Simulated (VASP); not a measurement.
# PtSe2: single point with PBE

PtSe2:

```
CELL_PARAMETERS angstrom
3.67682 0.00000 0.00000
-1.83841 3.18422 0.00000
0.00000 0.00000 5.20380
ATOMIC_POSITIONS crystal
Pt 0.00000 0.00000 0.00000
Se 0.33333 0.66667 0.25382
Se 0.66667 0.33333 0.74618
```

This cell differs from its parent crystal: strain -1.4%.

```json
{
 "Program": "VASP 6.6.1",
 "Task": "single point",
 "Functional": "PBE",
 "Potentials or basis": "VASP PAW PBE potentials, release 64 (Pt, Se)",
 "Cutoff": "520 eV",
 "k mesh": "12 × 12 × 6",
 "Occupations": "fermi-dirac, width 0.02 eV",
 "Spin": "no spin polarisation"
}
```

- Pressure: 6.9 GPa
- Largest force: 0.217 eV/Å
- Band gap on the k mesh: zero (band 11 reaches 6.83 eV, above the bottom of band 12 at 6.48 eV)

Forces in eV/Å, atoms in the order of the input:
```
Pt   0.000  0.000  0.000
Se   0.000  0.000  0.217
Se   0.000  0.000 -0.217
```

Stress tensor (GPa, compression positive):
```
8.39 0.00 0.00
0.00 8.39 0.00
0.00 0.00 4.07
```

Levels at points of the mesh, in eV from the Fermi level:
| k point | band 8 | band 9 | band 10 | band 11 | band 12 | band 13 | band 14 | band 15 |
| --- | --- | --- | --- | --- | --- | --- | --- | --- |
| (0.00, 0.00, 0.00) | -2.78 | -0.98 | -0.98 | 0.29 | 1.44 | 1.44 | 3.76 | 4.23 |
| (0.50, 0.00, 0.00) | -3.44 | -3.40 | -3.35 | -2.99 | 0.61 | 2.24 | 4.82 | 5.68 |
| (0.00, 0.00, 0.50) | -3.11 | -1.83 | -1.40 | -1.40 | 2.24 | 2.24 | 4.80 | 6.37 |
| (0.50, 0.00, 0.50) | -3.45 | -3.16 | -2.68 | -1.55 | 0.93 | 1.59 | 4.30 | 4.66 |

Run time: 42 s on 1 thread of Intel(R) Xeon(R) Platinum 8559C (Emerald Rapids) (shared host), peak memory 0.25 GiB.

Caveat: the cell differs from its parent crystal (strain -1.4%); spin-orbit coupling is left out, which moves the levels of the heavy elements.
